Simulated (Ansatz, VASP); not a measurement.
TiPt3 in VASP and in Ansatz

File INCAR:

```
SYSTEM = TiPt3
PREC     = Accurate       ! precision mode
ENCUT    = 600            ! plane-wave cutoff, eV
EDIFF    = 1E-6           ! SCF threshold, eV
ISMEAR   = -1             ! smearing method
SIGMA    = 0.1            ! smearing width, eV
LREAL    = .FALSE.        ! projectors in reciprocal space
LASPH    = .TRUE.         ! aspherical terms in the spheres
NELM     = 100            ! most SCF steps
ALGO     = Normal         ! electronic algorithm
ISIF     = 3              ! what is computed and relaxed
LWAVE    = .FALSE.        ! write WAVECAR
LCHARG   = .FALSE.        ! write CHGCAR
GGA      = PE             ! functional
IBRION   = 2              ! ionic algorithm
NSW      = 60             ! ionic steps
EDIFFG   = -0.01          ! ionic threshold
ISYM     = 0
```

Contents of KPOINTS:

```
Automatic mesh
0
G
  5 5 5
  0 0 0
```

File POSCAR:

```
TiPt3
1.0
    3.9097780000      0.0000000000      0.0000000000
    0.0000000000      3.9097780000      0.0000000000
    0.0000000000      0.0000000000      3.9097780000
Ti Pt
1 3
Direct
    0.0000000000      0.0000000000      0.0000000000
    0.0000000000      0.5000000000      0.5000000000
    0.5000000000      0.0000000000      0.5000000000
    0.5000000000      0.5000000000      0.0000000000
```

Input for Ansatz:

```yaml
crystal:
  lattice:
    - [3.909778, 0.0, 0.0]
    - [0.0, 3.909778, 0.0]
    - [0.0, 0.0, 3.909778]
  atoms:
    - { symbol: Ti, position: [0.0, 0.0, 0.0] }
    - { symbol: Pt, position: [0.0, 0.5, 0.5] }
    - { symbol: Pt, position: [0.5, 0.0, 0.5] }
    - { symbol: Pt, position: [0.5, 0.5, 0.0] }
  symmetry: { detect: false }
kpoints:
  mp_grid: { grid: [5, 5, 5], shift: [0, 0, 0] }
magnetization:
  spin_polarized: false
scf:
  occupations: { method: fermi_dirac }
hamiltonian:
  pseudopotentials: { kind: paw }
  xc: pbe
basis:
  ecutwfc: 420
output:
  forces: true
  stress: true
  eigenvalues: true
relax:
  max_steps: 40
  cell: {}
```

Alike in both runs: task relaxation of cell and atoms; functional PBE; k mesh 5 × 5 × 5; no spin polarisation.

```csv
,VASP,Ansatz
version,VASP 6.6.1,Ansatz 0.2.0
potentials or method,"VASP PAW PBE potentials, release 64 (Ti_sv, Pt), cutoff 600 eV",PAW plane waves
occupations,"fermi-dirac, width 0.1 eV",fermi-dirac
valence electrons in the cell,42,66
```

|  | VASP | Ansatz | Ansatz less VASP |
| --- | --- | --- | --- |
| gap on the k mesh at the Fermi level, each at its own relaxed structure (eV) | none | none | - |
| relaxed volume (Å³/atom) | 15.36 | 15.38 | +0.022 |
| relaxed cell length with the largest relative difference (Å) | 3.946 | 3.948 | +0.0019 |

A gap of «none» marks a metal or a gap that the smearing closes. VASP's potentials hold 42 valence electrons a cell and Ansatz's 66, so a difference there can come from the potentials and not from the codes. Ansatz's warnings: displaced walk ended near start symmetry, relaxation start displaced.

Spin-orbit coupling is off throughout.
